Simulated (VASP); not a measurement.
Al (a cell with a defect), 31 atoms in the cell. The cell holds a defect, 31 atoms: a = 8.100 Å, b = 8.100 Å, c = 8.100 Å, α = 90.00°, β = 90.00°, γ = 90.00°. 

```yaml
Program: VASP 6.6.1
Task: single point
Functional: PBE
Potentials_or_basis: VASP PAW PBE potentials, release 64 (Al)
Cutoff: 520 eV
k_mesh: 3 × 3 × 3
Occupations: gaussian, width 0.05 eV
Spin: no spin polarisation
Dipole_correction: no
Further_INCAR_settings: LREAL = Auto; ALGO = Normal; EDIFF = 1e-07; NBANDS = 68
```

Potentials or basis: VASP PAW PBE potentials, release 64 (Al).

The run is started by

```console
$ cat potpaw_PBE.64/Al/POTCAR > POTCAR
$ mpirun -np 1 vasp_std > vasp.out
```

Hardware: 1 thread of AMD EPYC 9R45 96-Core Processor (Zen 5) (shared host).

Problem. How long does it take, and how much memory?

Solution. Wall time 6.4 min on 1 thread of AMD EPYC 9R45 96-Core Processor (Zen 5), on a shared host, peak memory 0.6 GiB. Counts: scf iterations 16, k points 14.
